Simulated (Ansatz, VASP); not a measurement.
# One calculation of SnO2, two programs

Contents of INCAR:

```
SYSTEM = SnO2
  PREC = Accurate
  ENCUT = 520
  EDIFF = 1E-7
  ISMEAR = 0
  SIGMA = 0.05
  LREAL = .FALSE.
  LASPH = .TRUE.
  NELM = 60
  ALGO = Normal
  ISIF = 2
  LWAVE = .FALSE.
  LCHARG = .FALSE.
  GGA = PE
  NBANDS = 20
```

File KPOINTS:

```
Automatic mesh
0
G
  12 12 12
  0 0 0
```

File POSCAR:

```
SnO2
1.0
    1.5874934052      0.9165397449      4.8292069647
   -1.5874934052      0.9165397449      4.8292069647
    0.0000000000     -1.8330794897      4.8292069648
Sn O
1 2
Direct
    0.5000000000      0.5000000000      0.5000000000
    0.2291218238      0.2291218238      0.2291218238
    0.7708781762      0.7708781762      0.7708781762
```

Input for Ansatz:

```yaml
crystal:
  lattice:
    - [1.5874934052, 0.9165397449, 4.8292069647]
    - [-1.5874934052, 0.9165397449, 4.8292069647]
    - [0.0, -1.8330794897, 4.8292069648]
  atoms:
    - { symbol: Sn, position: [0.5, 0.5, 0.5] }
    - { symbol: O, position: [0.2291218238, 0.2291218238, 0.2291218238] }
    - { symbol: O, position: [0.7708781762, 0.7708781762, 0.7708781762] }
basis:
  ecutwfc: 520.0
kpoints:
  mp_grid: { grid: [12, 12, 12] }
hamiltonian:
  xc: pbe
  pseudopotentials: { kind: paw, azcp: { folder: soft_1 } }
scf:
  occupations: { method: gaussian, width: 0.05 }
output:
  forces: true
  stress: true
  eigenvalues: true
```

Alike in both runs: task single point; functional PBE; k mesh 12 × 12 × 12; occupations gaussian, width 0.05 eV; no spin polarisation.

|  | VASP | Ansatz |
| --- | --- | --- |
| version | VASP 6.6.1 | Ansatz 0.2.0 |
| potentials or method | VASP PAW PBE potentials, release 64 (Sn_d, O), cutoff 520 eV | scalar-relativistic, plane waves, PAW |
| valence electrons in the cell | 26 | 26 |

|  | VASP | Ansatz | Ansatz less VASP |
| --- | --- | --- | --- |
| gap on the k mesh at the Fermi level (eV) | 2.57 | 2.58 | +0.017 |
| least direct gap on the mesh (eV) | 3.08 | 3.09 | +0.006 |
| pressure (GPa) | 18.1 | 17.3 | -0.82 |
| traceless stress, the component that is largest in VASP (GPa) | -4.41 | -3.86 | +0.548 |
| rms of the force components (eV/Å) | 0.958 | 0.925 | -0.0327 |

Atom by atom the forces differ by 0.033 eV/Å (rms over components).
